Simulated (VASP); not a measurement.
# MgO (P6_3/mmc) in VASP: a series of runs

Runs on MgO. Level: PBEsol. Tasks: single point.

All numbers are computed with VASP 6.6.1; they aren't measurements. Logs are shortened: lines on timing, memory, paths and dates and some standing lists are left out, and cuts for length are marked.

**1. The cell of the first run**

It takes space group P6_3/mmc (No. 194, hexagonal). The conventional cell has a = 3.458 Å, b = 3.458 Å, c = 4.158 Å, α = 90.00°, β = 90.00°, γ = 120.00°. Within 2.6 Å of Mg (site symmetry -6m2) lie 5 O at 2.00 to 2.08 Å. Within 2.6 Å of O (site symmetry -6m2) lie 5 Mg at 2.00 to 2.08 Å.

**2. Single point, PBEsol**

Contents of INCAR:

```
PREC     = Accurate       # precision mode
ENCUT    = 520            # plane-wave cutoff, eV
EDIFF    = 1E-7           # SCF threshold, eV
ISMEAR   = -1             # smearing method
SIGMA    = 0.02           # smearing width, eV
LREAL    = False          # projectors in reciprocal space
LASPH    = True           # aspherical terms in the spheres
NELM     = 80             # most SCF steps
ALGO     = Normal         # electronic algorithm
ISIF     = 2              # what is computed and relaxed
LWAVE    = False          # write WAVECAR
LCHARG   = False          # write CHGCAR
GGA      = PS             # functional
NBANDS   = 16             # bands
```

Contents of KPOINTS:

```
Automatic mesh
0
Gamma
  6 6 4
```

Contents of POSCAR:

```
MgO
1.0
    3.4584863977     -0.0000000030      0.0000000000
   -1.7292431963      2.9951370806      0.0000000000
    0.0000000000      0.0000000000      4.1579217774
Mg O
2 2
Direct
    0.3333333333      0.6666666667     -0.0476991647
    0.6666666667      0.3333333333      0.4523008353
    0.3333333333      0.6666666667      0.4522991647
    0.6666666667      0.3333333333      0.9522991647
```

Potentials or basis: VASP PAW PBE potentials, release 64 (Mg, O).

Started as:

```bash
> cat potpaw_PBE.64/Mg/POTCAR potpaw_PBE.64/O/POTCAR > POTCAR
> mpirun -np 1 vasp_std > vasp.out
```

OUTCAR:

```text
PREC = Accurate
   ENCUT = 520
   EDIFF = 1E-7
   ISMEAR = -1
   LREAL = False
   LASPH = True
   NELM = 80
   ISIF = 2
   GGA = PS

 ion  position               nearest neighbor table
   1  0.333  0.667  0.952-   4 2.00   4 2.00   4 2.00   3 2.08   3 2.08   2 2.88   2 2.88   2 2.88
                             2 2.88   2 2.88   2 2.88
   2  0.667  0.333  0.452-   3 2.00   3 2.00   3 2.00   4 2.08   4 2.08   1 2.88   1 2.88   1 2.88
                             1 2.88   1 2.88   1 2.88
   3  0.333  0.667  0.452-   2 2.00   2 2.00   2 2.00   1 2.08   1 2.08
   4  0.667  0.333  0.952-   1 2.00   1 2.00   1 2.00   2 2.08   2 2.08

  LATTYP: Found a hexagonal cell.
 ALAT       =     3.4584863977
 C/A-ratio  =     1.2022374239

  Lattice vectors:

 A1 = (   3.4584863977,  -0.0000000030,   0.0000000000)
 A2 = (  -1.7292431963,   2.9951370806,   0.0000000000)
 A3 = (   0.0000000000,   0.0000000000,   4.1579217774)

Analysis of symmetry for initial positions (statically):
=====================================================================
 Subroutine PRICEL returns:
 Original cell was already a primitive cell.

 Routine SETGRP: Setting up the symmetry group for a
 hexagonal supercell.

 Subroutine GETGRP returns: Found 24 space group operations
 (whereof  6 operations were pure point group operations)
 out of a pool of 24 trial point group operations.

The static configuration has the point symmetry C_3v.
 The point group associated with its full space group is D_6h.

Analysis of symmetry for dynamics (positions and initial velocities):
=====================================================================
 Subroutine PRICEL returns:
 Original cell was already a primitive cell.

 Routine SETGRP: Setting up the symmetry group for a
 hexagonal supercell.

 Subroutine GETGRP returns: Found 24 space group operations
 (whereof  6 operations were pure point group operations)
 out of a pool of 24 trial point group operations.

The dynamic configuration has the point symmetry C_3v.
 The point group associated with its full space group is D_6h.

 Subroutine INISYM returns: Found 24 space group operations
 (whereof  6 operations are pure point group operations),
 and found     1 'primitive' translations

----------------------------------------------------------------------------------------

                                     Primitive cell

  volume of cell :      43.0704

  direct lattice vectors                    reciprocal lattice vectors
     3.458486398 -0.000000003  0.000000000     0.289143829  0.166937267  0.000000000
    -1.729243196  2.995137081  0.000000000     0.000000000  0.333874535  0.000000000
     0.000000000  0.000000000  4.157921777     0.000000000  0.000000000  0.240504765

  length of vectors
     3.458486398  3.458486398  4.157921777     0.333874535  0.333874535  0.240504765

  position of ions in fractional coordinates (direct lattice)
     0.333333333  0.666666667  0.952300835
     0.666666667  0.333333333  0.452300835
     0.333333333  0.666666667  0.452299165
     0.666666667  0.333333333  0.952299165

  ion indices of the primitive-cell ions
   primitive index   ion index
                 1           1
                 2           2
                 3           3
                 4           4

----------------------------------------------------------------------------------------

 KPOINTS: Automatic mesh

Automatic generation of k-mesh.
 Grid dimensions read from file:
 generate k-points for:    6    6    4

 Generating k-lattice:

  Cartesian coordinates                     Fractional coordinates (reciprocal lattice)
     0.048190638  0.027822878  0.000000000     0.166666667  0.000000000  0.000000000
     0.000000000  0.055645756  0.000000000     0.000000000  0.166666667  0.000000000
     0.000000000  0.000000000  0.060126191     0.000000000  0.000000000  0.250000000

  Length of vectors
     0.055645756  0.055645756  0.060126191

  Shift w.r.t. Gamma in fractional coordinates (k-lattice)
     0.000000000  0.000000000  0.000000000

 Subroutine IBZKPT returns following result:
 ===========================================

 Found     21 irreducible k-points:

 Following reciprocal coordinates:
            Coordinates               Weight
  0.000000  0.000000  0.000000      1.000000
  0.166667  0.000000  0.000000      6.000000
  0.333333  0.000000  0.000000      6.000000
  0.500000  0.000000  0.000000      3.000000
  0.166667  0.166667  0.000000      6.000000
  0.333333  0.166667  0.000000     12.000000
[... 13 lines left out ...]
  0.333333  0.166667  0.500000     12.000000
  0.333333  0.333333  0.500000      2.000000
   k-points           NKPTS =     21   k-points in BZ     NKDIM =     21   number of bands    NBANDS=     16
   number of dos      NEDOS =    301   number of ions     NIONS =      4
   total plane-waves  NPLWV =  25088
   dimension x,y,z NGX =    28 NGY =   28 NGZ =   32
   dimension x,y,z NGXF=    56 NGYF=   56 NGZF=   64
   ions per type =               2   2
   NGX,Y,Z   is equivalent  to a cutoff of  13.46, 13.46, 12.79 a.u.
   NGXF,Y,Z  is equivalent  to a cutoff of  26.92, 26.92, 25.59 a.u.
 SYSTEM =  unknown system
   PREC   = accura    normal or accurate (medium, high low for compatibility)
   ISTART =      0    job   : 0-new  1-cont  2-samecut
   ICHARG =      2    charge: 1-file 2-atom 10-const
   ISPIN  =      1    spin polarized calculation?
   LNONCOLLINEAR =      F non collinear calculations
   LSORBIT =      F    spin-orbit coupling
   LASPH  =      T    aspherical Exc in radial PAW
   ENCUT  =  520.0 eV  38.22 Ry    6.18 a.u.   6.43  6.43  7.73*2*pi/ulx,y,z
   NELM   =     80;   NELMIN=  2; NELMDL= -5     # of ELM steps
   EDIFF  = 0.1E-06   stopping-criterion for ELM
   LREAL  =      F    real-space projection
   EDIFFG = 0.1E-05   stopping-criterion for IOM
   NSW    =      0    number of steps for IOM
   IBRION =     -1    ionic relax: 0-MD 1-quasi-New 2-CG
   NFREE  =      0    steps in history (QN), initial steepest desc. (CG)
   ISIF   =      2    stress and relaxation
   ISYM   =      2    0-nonsym 1-usesym 2-fastsym
   POTIM  = 0.5000    time-step for ionic-motion
   TEBEG  =    0.0;   TEEND  =   0.0 temperature during run
   PSTRESS=    0.0 pullay stress
   NELECT =      16.0000    total number of electrons
   NUPDOWN=      -1.0000    fix difference up-down
   EMIN   =  10.00;   EMAX   =-10.00  energy-range for DOS
   EFERMI =   0.00;   METHOD = LEGACY
   ISMEAR =    -1;   SIGMA  =   0.02  broadening in eV -4-tet -1-fermi 0-gaus
   EFERMI_NEDOS =   21; number of points for ismear=-14 and -15
   IALGO  =     38    algorithm
   IMIX   =      4    mixing-type and parameters
     AMIX     =   0.40;   BMIX     =  1.00
     AMIX_MAG =   1.60;   BMIX_MAG =  1.00
  volume/ion in A,a.u.               =      10.77        72.66
  Fermi-wavevector in a.u.,A,eV,Ry     =   1.176852  2.223928 18.843801  1.384980
  Thomas-Fermi vector in A             =   2.313209
   LORBIT       =      0    0 simple, 1 ext, 2 COOP (PROOUT), +10 PAW based schemes
   GGA     = PS    functional components
   LHFCALC =     F    Hartree Fock is set to
   AEXX    =    0.0000 exact exchange contribution
   IVDW    =     0    specifies the selected vdW correction
   LEPSILON=     F    determine dielectric tensor
   LRPA    =     F    only Hartree local field effects (RPA)
 non-spin polarized calculation
  energy-cutoff  :      520.00
  volume of cell :       43.07
 maximum number of plane-waves:      1182
 NGX is ok and might be reduce to    28
   NGX = 13   NGY = 13   NGZ = 15

 number of electron      16.0000003 magnetization

 Free energy of the ion-electron system (eV)
  ---------------------------------------------------
  ext. energy  EPLUGINS =         0.00000000
  ---------------------------------------------------
  free energy    TOTEN  =       -24.74463004 eV

  energy without entropy =      -24.74463004  energy(sigma->0) =      -24.74463004

 E-fermi :   2.4284     XC(G=0): -10.4089

 val. band max:        2.0282338841   @ k =   0.0000   0.0000   0.0000
 cond. band min:       5.4435904957   @ k =   0.0000   0.0000   0.0000
 fundamental gap:      3.4153566116
 Fermi energy:         2.4283899425

 k-point     1 :       0.0000    0.0000    0.0000
  band No.  band energies     occupation
      1     -14.9421      2.00000
      2     -13.4600      2.00000
      3      -1.7539      2.00000
      4       0.2312      2.00000
      5       0.2312      2.00000
      6       1.1797      2.00000
[... 8 lines left out ...]
     15      17.6093      0.00000
     16      17.8222      0.00000

 k-point     2 :       0.1667    0.0000    0.0000
  band No.  band energies     occupation
      1     -14.8002      2.00000
      2     -13.4852      2.00000
      3      -1.5327      2.00000
      4      -0.2337      2.00000
      5       0.0325      2.00000
      6       0.6325      2.00000
[... 8 lines left out ...]
     15      16.7727      0.00000
     16      16.8381      0.00000

 k-point     3 :       0.3333    0.0000    0.0000
  band No.  band energies     occupation
      1     -14.4539      2.00000
      2     -13.5928      2.00000
      3      -1.2290      2.00000
      4      -0.9431      2.00000
      5      -0.2681      2.00000
      6       0.1545      2.00000
[... 8 lines left out ...]
     15      16.2224      0.00000
     16      16.7537      0.00000

 k-point     4 :       0.5000    0.0000    0.0000
  band No.  band energies     occupation
      1     -14.1968      2.00000
      2     -13.7276      2.00000
      3      -1.6730      2.00000
      4      -0.4326      2.00000
      5      -0.3932      2.00000
      6      -0.0032      2.00000
[... 8 lines left out ...]
     15      16.8145      0.00000
     16      16.8888      0.00000
[... 267 lines left out ...]
 k-point    19 :       0.1667    0.1667    0.5000
  band No.  band energies     occupation
      1     -14.0157      2.00000
      2     -14.0157      2.00000
      3      -1.4701      2.00000
      4      -1.4701      2.00000
      5       0.3193      2.00000
      6       0.3193      2.00000
[... 8 lines left out ...]
     15      17.6951      0.00000
     16      17.6951      0.00000

 k-point    20 :       0.3333    0.1667    0.5000
  band No.  band energies     occupation
      1     -13.8957      2.00000
      2     -13.8957      2.00000
      3      -1.8072      2.00000
      4      -1.8072      2.00000
      5      -0.0614      2.00000
      6      -0.0614      2.00000
[... 8 lines left out ...]
     15      18.1501      0.00000
     16      18.1501      0.00000

 k-point    21 :       0.3333    0.3333    0.5000
  band No.  band energies     occupation
      1     -13.8560      2.00000
      2     -13.8560      2.00000
      3      -1.6833      2.00000
      4      -1.6833      2.00000
      5      -0.5670      2.00000
      6      -0.5670      2.00000
[... 8 lines left out ...]
     15      19.5382      0.00000
     16      19.5382      0.00000

------------------------ aborting loop because EDIFF is reached ----------------------------------------

  FORCE on cell =-STRESS in cart. coord.  units (eV):
  Direction    XX          YY          ZZ          XY          YZ          ZX
  --------------------------------------------------------------------------------------
  -------------------------------------------------------------------------------------
  Total        1.0082289      1.0082289      0.9710495     -0.0000000     -0.0000000     -0.0000000
  in kB       37.5051261     37.5051261     36.1220902     -0.0000000     -0.0000000     -0.0000000
  external PRESSURE =      37.0441142 kB  Pullay stress =       0.0000000 kB

 VOLUME and BASIS-vectors are now :
 -----------------------------------------------------------------------------
  energy-cutoff  :      520.00
  volume of cell :       43.07
      direct lattice vectors                 reciprocal lattice vectors
     3.458486398 -0.000000003  0.000000000     0.289143829  0.166937267  0.000000000
    -1.729243196  2.995137081  0.000000000     0.000000000  0.333874535  0.000000000
     0.000000000  0.000000000  4.157921777     0.000000000  0.000000000  0.240504765

 POSITION                                       TOTAL-FORCE (eV/Angst)
 -----------------------------------------------------------------------------------
      0.00000      1.99676      3.95959         0.000000     -0.000000      0.000000
      1.72924      0.99838      1.88063        -0.000000      0.000000      0.000000
      0.00000      1.99676      1.88062        -0.000000     -0.000000     -0.000000
      1.72924      0.99838      3.95959         0.000000      0.000000      0.000000
 -----------------------------------------------------------------------------------
    total drift:                               -0.000000      0.000000      0.016909

  FREE ENERGIE OF THE ION-ELECTRON SYSTEM (eV)
  ---------------------------------------------------
  free  energy   TOTEN  =       -24.7446300438 eV

  energy  without entropy=      -24.7446300438  energy(sigma->0) =      -24.74463004
```

Run time: 10 s. Hardware: 1 thread of Intel Xeon Platinum 8559C (Emerald Rapids), shared host; peak memory 0.16 GiB.

What came out:

| Property | Result |
| --- | --- |
| Free energy | -24.7446 eV |
| Pressure | 3.7 GPa |
| Band gap on the k mesh | 3.42 eV |

Caveat: the cell stands under pressure; the PAW data sets were made with another functional, which shifts forces and pressure a little.

**3. Single point, PBEsol**

This run uses another cell than the first one, of 10.63 Å³/atom.

Contents of INCAR:

```
PREC = Accurate ; ENCUT = 520
EDIFF = 1E-7 ; ISMEAR = -1
SIGMA = 0.02 ; LREAL = False
LASPH = True ; NELM = 60
ALGO = Normal ; ISIF = 2
LWAVE = False ; LCHARG = True
GGA = PS ; LELF = True
LVHAR = True ; NBANDS = 16
```

KPOINTS is that of step 2.

Contents of POSCAR:

```
MgO
1.0
    3.4426055806     -0.0000000030      0.0000000000
   -1.7213027877      2.9813838895      0.0000000000
    0.0000000000      0.0000000000      4.1409745637
Mg O
2 2
Direct
    0.3333333333      0.6666666667     -0.0477028045
    0.6666666667      0.3333333333      0.4522971955
    0.3333333333      0.6666666667      0.4523028045
    0.6666666667      0.3333333333      0.9523028045
```

Potentials or basis: VASP PAW PBE potentials, release 64 (Mg, O).

Started as:

```bash
> cat potpaw_PBE.64/Mg/POTCAR potpaw_PBE.64/O/POTCAR > POTCAR
> mpirun -np 1 vasp_std > vasp.out
```

Run time: 12 s. Hardware: 1 thread of Intel Xeon Platinum 8559C (Emerald Rapids), shared host; peak memory 0.16 GiB.

It converged, with:

| Property | Result |
| --- | --- |
| Free energy | -24.7273 eV |
| Pressure | 5.7 GPa |
| Band gap on the k mesh | 3.48 eV |

Stress tensor (GPa, compression positive):
```
5.77 0.00 0.00
0.00 5.77 0.00
0.00 0.00 5.63
```

Levels at points of the mesh, in eV from the valence-band top:
```
           k point  band 4  band 5  band 6  band 7  band 8  band 9  band 10  band 11  band 12  band 13
(0.00, 0.00, 0.00)   -1.82   -1.82   -0.87   -0.87    0.00    3.48     9.65    12.34    12.66    12.66
(0.50, 0.00, 0.00)   -2.50   -2.45   -2.06   -1.38   -0.56    6.95     9.35     9.75    12.45    12.94
(0.00, 0.00, 0.50)   -2.53   -1.37   -1.37   -1.37   -1.37    6.53     6.53    13.02    13.02    13.02
(0.50, 0.00, 0.50)   -4.06   -1.62   -1.62   -0.89   -0.89    7.29     7.29    12.27    12.27    14.25
```

Caveat: the cell stands under pressure; the PAW data sets were made with another functional, which shifts forces and pressure a little.

(Continued in part 2 of 2.)
